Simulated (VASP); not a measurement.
# TlBr in VASP: further runs

Aim: see how the results for TlBr move with the level of theory and the settings. Levels: PBE+D3(BJ), PBE. Tasks: single point, relaxation of cell and atoms.

All numbers are computed with VASP 6.6.1; they aren't measurements. Logs are shortened: lines on timing, memory, paths and dates and some standing lists are left out, and cuts for length are marked.

## 1. The cell of the first run

It takes space group Pm-3m (No. 221, cubic). The conventional cell has a = 3.991 Å, b = 3.991 Å, c = 3.991 Å, α = 90.00°, β = 90.00°, γ = 90.00°. Tl (site symmetry m-3m) has 8 Br at 3.46 Å and 6 Tl at 3.99 Å within 4.5 Å. Within 4.5 Å of Br (site symmetry m-3m) lie 8 Tl at 3.46 Å and 6 Br at 3.99 Å.

## 2. Single point, PBE+D3(BJ)

File INCAR:

```
SYSTEM = TlBr
PREC = Accurate
ENCUT = 500
EDIFF = 1E-6
ISMEAR = -1
SIGMA = 0.1
LREAL = .FALSE.
LASPH = .TRUE.
NELM = 120
ALGO = Normal
ISIF = 2
LWAVE = .FALSE.
LCHARG = .TRUE.
GGA = PE
IVDW = 12
LELF = .TRUE.
LVHAR = .TRUE.
NBANDS = 17
GGA_COMPAT = .FALSE.
```

File KPOINTS:

```
regular mesh
0
G
  5 5 5
  0 0 0
```

File POSCAR:

```
TlBr
1.0
    3.9907876398      0.0000000000      0.0000000000
    0.0000000000      3.9907876398      0.0000000000
    0.0000000000      0.0000000000      3.9907876398
Tl Br
1 1
Direct
    0.0000000000      0.0000000000      0.0000000000
    0.5000000000      0.5000000000      0.5000000000
```

Potentials or basis: VASP PAW PBE potentials, release 64 (Tl_d, Br).

The run is started by

```
$ cat potpaw_PBE.64/Tl_d/POTCAR potpaw_PBE.64/Br/POTCAR > POTCAR
$ mpirun -np 1 vasp_std > vasp.out
```

OUTCAR:

```text
SYSTEM = TlBr
   PREC = Accurate
   ENCUT = 500
   EDIFF = 1E-6
   ISMEAR = -1
   LREAL = .FALSE.
   LASPH = .TRUE.
   NELM = 120
   ISIF = 2
   GGA = PE
   IVDW = 12
 IVDW          = 12

 ion  position               nearest neighbor table
   1  0.000  0.000  0.000-   2 3.46   2 3.46   2 3.46   2 3.46   2 3.46   2 3.46   2 3.46   2 3.46

   2  0.500  0.500  0.500-   1 3.46   1 3.46   1 3.46   1 3.46   1 3.46   1 3.46   1 3.46   1 3.46

  LATTYP: Found a simple cubic cell.
 ALAT       =     3.9907876398

  Lattice vectors:

 A1 = (   3.9907876398,   0.0000000000,   0.0000000000)
 A2 = (   0.0000000000,   3.9907876398,   0.0000000000)
 A3 = (   0.0000000000,   0.0000000000,   3.9907876398)

Analysis of symmetry for initial positions (statically):
=====================================================================
 Subroutine PRICEL returns:
 Original cell was already a primitive cell.

 Routine SETGRP: Setting up the symmetry group for a
 simple cubic supercell.

 Subroutine GETGRP returns: Found 48 space group operations
 (whereof 48 operations were pure point group operations)
 out of a pool of 48 trial point group operations.

The static configuration has the point symmetry O_h .

Analysis of symmetry for dynamics (positions and initial velocities):
=====================================================================
 Subroutine PRICEL returns:
 Original cell was already a primitive cell.

 Routine SETGRP: Setting up the symmetry group for a
 simple cubic supercell.

 Subroutine GETGRP returns: Found 48 space group operations
 (whereof 48 operations were pure point group operations)
 out of a pool of 48 trial point group operations.

The dynamic configuration has the point symmetry O_h .

 Subroutine INISYM returns: Found 48 space group operations
 (whereof 48 operations are pure point group operations),
 and found     1 'primitive' translations

----------------------------------------------------------------------------------------

                                     Primitive cell

  volume of cell :      63.5588

  direct lattice vectors                    reciprocal lattice vectors
     3.990787640  0.000000000  0.000000000     0.250577102  0.000000000  0.000000000
     0.000000000  3.990787640  0.000000000     0.000000000  0.250577102  0.000000000
     0.000000000  0.000000000  3.990787640     0.000000000  0.000000000  0.250577102

  length of vectors
     3.990787640  3.990787640  3.990787640     0.250577102  0.250577102  0.250577102

  position of ions in fractional coordinates (direct lattice)
     0.000000000  0.000000000  0.000000000
     0.500000000  0.500000000  0.500000000

  ion indices of the primitive-cell ions
   primitive index   ion index
                 1           1
                 2           2

----------------------------------------------------------------------------------------

 KPOINTS: regular mesh

Automatic generation of k-mesh.
 Grid dimensions read from file:
 generate k-points for:    5    5    5

 Generating k-lattice:

  Cartesian coordinates                     Fractional coordinates (reciprocal lattice)
     0.050115420  0.000000000  0.000000000     0.200000000  0.000000000  0.000000000
     0.000000000  0.050115420  0.000000000     0.000000000  0.200000000  0.000000000
     0.000000000  0.000000000  0.050115420     0.000000000  0.000000000  0.200000000

  Length of vectors
     0.050115420  0.050115420  0.050115420

  Shift w.r.t. Gamma in fractional coordinates (k-lattice)
     0.000000000  0.000000000  0.000000000

 Subroutine IBZKPT returns following result:
 ===========================================

 Found     10 irreducible k-points:

 Following reciprocal coordinates:
            Coordinates               Weight
  0.000000  0.000000  0.000000      1.000000
  0.200000  0.000000  0.000000      6.000000
  0.400000  0.000000  0.000000      6.000000
  0.200000  0.200000  0.000000     12.000000
  0.400000  0.200000  0.000000     24.000000
  0.400000  0.400000  0.000000     12.000000
  0.200000  0.200000  0.200000      8.000000
  0.400000  0.200000  0.200000     24.000000
  0.400000  0.400000  0.200000     24.000000
  0.400000  0.400000  0.400000      8.000000
   k-points           NKPTS =     10   k-points in BZ     NKDIM =     10   number of bands    NBANDS=     17
   number of dos      NEDOS =    301   number of ions     NIONS =      2
   total plane-waves  NPLWV =  27000
   dimension x,y,z NGX =    30 NGY =   30 NGZ =   30
   dimension x,y,z NGXF=    60 NGYF=   60 NGZF=   60
   ions per type =               1   1
   NGX,Y,Z   is equivalent  to a cutoff of  12.50, 12.50, 12.50 a.u.
   NGXF,Y,Z  is equivalent  to a cutoff of  24.99, 24.99, 24.99 a.u.
 SYSTEM =  TlBr
   PREC   = accura    normal or accurate (medium, high low for compatibility)
   ISTART =      0    job   : 0-new  1-cont  2-samecut
   ICHARG =      2    charge: 1-file 2-atom 10-const
   ISPIN  =      1    spin polarized calculation?
   LNONCOLLINEAR =      F non collinear calculations
   LSORBIT =      F    spin-orbit coupling
   LASPH  =      T    aspherical Exc in radial PAW
   ENCUT  =  500.0 eV  36.75 Ry    6.06 a.u.   7.28  7.28  7.28*2*pi/ulx,y,z
   NELM   =    120;   NELMIN=  2; NELMDL= -5     # of ELM steps
   EDIFF  = 0.1E-05   stopping-criterion for ELM
   LREAL  =      F    real-space projection
   EDIFFG = 0.1E-04   stopping-criterion for IOM
   NSW    =      0    number of steps for IOM
   IBRION =     -1    ionic relax: 0-MD 1-quasi-New 2-CG
   NFREE  =      0    steps in history (QN), initial steepest desc. (CG)
   ISIF   =      2    stress and relaxation
   ISYM   =      2    0-nonsym 1-usesym 2-fastsym
   POTIM  = 0.5000    time-step for ionic-motion
   TEBEG  =    0.0;   TEEND  =   0.0 temperature during run
   PSTRESS=    0.0 pullay stress
   NELECT =      20.0000    total number of electrons
   NUPDOWN=      -1.0000    fix difference up-down
   EMIN   =  10.00;   EMAX   =-10.00  energy-range for DOS
   EFERMI =   0.00;   METHOD = LEGACY
   ISMEAR =    -1;   SIGMA  =   0.10  broadening in eV -4-tet -1-fermi 0-gaus
   EFERMI_NEDOS =   21; number of points for ismear=-14 and -15
   IALGO  =     38    algorithm
   IMIX   =      4    mixing-type and parameters
     AMIX     =   0.40;   BMIX     =  1.00
     AMIX_MAG =   1.60;   BMIX_MAG =  1.00
  volume/ion in A,a.u.               =      31.78       214.46
  Fermi-wavevector in a.u.,A,eV,Ry     =   1.113507  2.104223 16.869829  1.239897
  Thomas-Fermi vector in A             =   2.250092
   LORBIT       =      0    0 simple, 1 ext, 2 COOP (PROOUT), +10 PAW based schemes
   GGA     = PE    functional components
   LHFCALC =     F    Hartree Fock is set to
   AEXX    =    0.0000 exact exchange contribution
   IVDW    =    12    specifies the selected vdW correction
   LEPSILON=     F    determine dielectric tensor
   LRPA    =     F    only Hartree local field effects (RPA)
 non-spin polarized calculation
  energy-cutoff  :      500.00
  volume of cell :       63.56
 maximum number of plane-waves:      1628
 NGX is ok and might be reduce to    30
   NGX = 15   NGY = 15   NGZ = 15

 number of electron      20.0000006 magnetization

 Free energy of the ion-electron system (eV)
  ---------------------------------------------------
  ext. energy  EPLUGINS =         0.00000000
  ---------------------------------------------------
  free energy    TOTEN  =        -5.53624896 eV

  energy without entropy =       -5.53624793  energy(sigma->0) =       -5.53624845

 E-fermi :   3.4012     XC(G=0):  -8.9312

 val. band max:        2.0449613368   @ k =   0.2000   0.2000   0.2000
 cond. band min:       4.6709955288   @ k =   0.4000   0.0000   0.0000
 fundamental gap:      2.6260341920
 Fermi energy:         3.4012123777

 k-point     1 :       0.0000    0.0000    0.0000
  band No.  band energies     occupation
      1     -11.3913      2.00000
      2      -7.7939      2.00000
      3      -7.7939      2.00000
      4      -7.6215      2.00000
      5      -7.6215      2.00000
      6      -7.6215      2.00000
[... 9 lines left out ...]
     16      13.3789      0.00000
     17      15.7257      0.00000

 k-point     2 :       0.2000    0.0000    0.0000
  band No.  band energies     occupation
      1     -11.3150      2.00000
      2      -7.7905      2.00000
      3      -7.7496      2.00000
      4      -7.6419      2.00000
      5      -7.6419      2.00000
      6      -7.6197      2.00000
[... 9 lines left out ...]
     16      14.9530      0.00000
     17      15.1351      0.00000

 k-point     3 :       0.4000    0.0000    0.0000
  band No.  band energies     occupation
      1     -11.1843      2.00000
      2      -7.7849      2.00000
      3      -7.6809      2.00000
      4      -7.6744      2.00000
      5      -7.6744      2.00000
      6      -7.6168      2.00000
[... 9 lines left out ...]
     16      14.2420      0.00000
     17      15.8128      0.00000

 k-point     4 :       0.2000    0.2000    0.0000
  band No.  band energies     occupation
      1     -11.2508      2.00000
      2      -7.7678      2.00000
      3      -7.7225      2.00000
      4      -7.6508      2.00000
      5      -7.6414      2.00000
      6      -7.6360      2.00000
[... 9 lines left out ...]
     16      13.2568      0.00000
     17      14.0524      0.00000

 k-point     5 :       0.4000    0.2000    0.0000
  band No.  band energies     occupation
      1     -11.1423      2.00000
      2      -7.7559      2.00000
      3      -7.6692      2.00000
      4      -7.6626      2.00000
      5      -7.6549      2.00000
      6      -7.6335      2.00000
[... 9 lines left out ...]
     16      13.9684      0.00000
     17      14.6274      0.00000

 k-point     6 :       0.4000    0.4000    0.0000
  band No.  band energies     occupation
      1     -11.0730      2.00000
      2      -7.7292      2.00000
      3      -7.6616      2.00000
      4      -7.6596      2.00000
      5      -7.6371      2.00000
      6      -7.5951      2.00000
[... 9 lines left out ...]
     16      12.9464      0.00000
     17      13.7040      0.00000

 k-point     7 :       0.2000    0.2000    0.2000
  band No.  band energies     occupation
      1     -11.1927      2.00000
      2      -7.7198      2.00000
      3      -7.7198      2.00000
      4      -7.6594      2.00000
      5      -7.6594      2.00000
      6      -7.6350      2.00000
[... 9 lines left out ...]
     16      14.6790      0.00000
     17      15.0322      0.00000

 k-point     8 :       0.4000    0.2000    0.2000
  band No.  band energies     occupation
      1     -11.0951      2.00000
      2      -7.7147      2.00000
      3      -7.6970      2.00000
      4      -7.6601      2.00000
      5      -7.6407      2.00000
      6      -7.6386      2.00000
[... 9 lines left out ...]
     16      13.3293      0.00000
     17      15.5509      0.00000

 k-point     9 :       0.4000    0.4000    0.2000
  band No.  band energies     occupation
      1     -11.0165      2.00000
      2      -7.7019      2.00000
      3      -7.6897      2.00000
      4      -7.6759      2.00000
      5      -7.6492      2.00000
      6      -7.5934      2.00000
[... 9 lines left out ...]
     16      13.5487      0.00000
     17      15.7929      0.00000

 k-point    10 :       0.4000    0.4000    0.4000
  band No.  band energies     occupation
      1     -10.9206      2.00000
      2      -7.7368      2.00000
      3      -7.7368      2.00000
      4      -7.7024      2.00000
      5      -7.5911      2.00000
      6      -7.5911      2.00000
[... 9 lines left out ...]
     16      14.2751      0.00000
     17      18.2787      0.00000

------------------------ aborting loop because EDIFF is reached ----------------------------------------

 Edisp (eV)   -0.54422

 E8    (eV) :    -0.2558

  FORCE on cell =-STRESS in cart. coord.  units (eV):
  Direction    XX          YY          ZZ          XY          YZ          ZX
  --------------------------------------------------------------------------------------
  -------------------------------------------------------------------------------------
  Total      -0.04477    -0.04477    -0.04477    -0.00000     0.00000    -0.00000
  in kB      -1.12864    -1.12864    -1.12864    -0.00000     0.00000    -0.00000
  external pressure =       -1.13 kB  Pullay stress =        0.00 kB

 VOLUME and BASIS-vectors are now :
 -----------------------------------------------------------------------------
  energy-cutoff  :      500.00
  volume of cell :       63.56
      direct lattice vectors                 reciprocal lattice vectors
     3.990787640  0.000000000  0.000000000     0.250577102  0.000000000  0.000000000
     0.000000000  3.990787640  0.000000000     0.000000000  0.250577102  0.000000000
     0.000000000  0.000000000  3.990787640     0.000000000  0.000000000  0.250577102

 POSITION                                       TOTAL-FORCE (eV/Angst)
 -----------------------------------------------------------------------------------
      0.00000      0.00000      0.00000         0.000000      0.000000      0.000000
      1.99539      1.99539      1.99539         0.000000      0.000000      0.000000
 -----------------------------------------------------------------------------------
    total drift:                                0.000000     -0.000000     -0.000000

  FREE ENERGIE OF THE ION-ELECTRON SYSTEM (eV)
  ---------------------------------------------------
  free  energy   TOTEN  =        -6.0804709889 eV

  energy  without entropy=       -6.0804699516  energy(sigma->0) =       -6.08047047
```

It took 10 s on 1 thread of Intel Xeon Platinum 8488C (Sapphire Rapids), shared host; peak memory 0.17 GiB.

What came out:

```
Free energy                : -6.0805 eV
Pressure                   : -0.1 GPa
Band gap on the k mesh     : 2.63 eV, indirect (least direct gap 2.65 eV)
Dispersion energy per atom : -0.272 eV
```

Caveat: three body term missing; spin-orbit coupling is left out, which moves the levels of the heavy elements. A k mesh can miss the band edges.

## 3. Single point, PBE+D3(BJ)

This run uses another cell than the first one, of 31.46 Å³/atom, 0.990 times its volume.

File INCAR:

```
PREC     = Accurate       # precision mode
ENCUT    = 500            # plane-wave cutoff, eV
EDIFF    = 1E-6           # SCF threshold, eV
ISMEAR   = -1             # smearing method
SIGMA    = 0.1            # smearing width, eV
LREAL    = False          # projectors in reciprocal space
LASPH    = True           # aspherical terms in the spheres
NELM     = 120            # most SCF steps
ALGO     = Normal         # electronic algorithm
ISIF     = 2              # what is computed and relaxed
LWAVE    = False          # write WAVECAR
LCHARG   = True           # write CHGCAR
GGA      = PE             # functional
IVDW     = 12             # dispersion correction
LELF     = True           # ELF
LVHAR    = True         
NBANDS   = 17             # bands
GGA_COMPAT= False
```

File KPOINTS:

```
Automatic mesh
0
Gamma
  5 5 5
```

File POSCAR:

```
TlBr
1.0
    3.9775180000      0.0000000000      0.0000000000
    0.0000000000      3.9775180000      0.0000000000
    0.0000000000      0.0000000000      3.9775180000
Tl Br
1 1
Direct
    0.0000000000      0.0000000000      0.0000000000
    0.5000000000      0.5000000000      0.5000000000
```

Potentials or basis: VASP PAW PBE potentials, release 64 (Tl_d, Br).

The run is started by

```
$ cat potpaw_PBE.64/Tl_d/POTCAR potpaw_PBE.64/Br/POTCAR > POTCAR
$ mpirun -np 1 vasp_std > vasp.out
```

It took 9 s on 1 thread of Intel Xeon Platinum 8488C (Sapphire Rapids), shared host; peak memory 0.17 GiB.

The run converged. Its results:

| Quantity | Value |
| --- | --- |
| Free energy | -6.0806 eV |
| Pressure | 0.0 GPa |
| Band gap on the k mesh | 2.62 eV, indirect (least direct gap 2.65 eV) |
| Dispersion energy per atom | -0.274 eV |

Levels at points of the mesh, in eV from the valence-band top:
| k point | band 8 | band 9 | band 10 | band 11 | band 12 | band 13 |
| --- | --- | --- | --- | --- | --- | --- |
| (0.00, 0.00, 0.00) | -1.05 | -1.05 | -1.05 | 7.27 | 7.27 | 7.50 |

Caveat: three body term missing; spin-orbit coupling is left out, which moves the levels of the heavy elements.

[end of part 1 of 2]
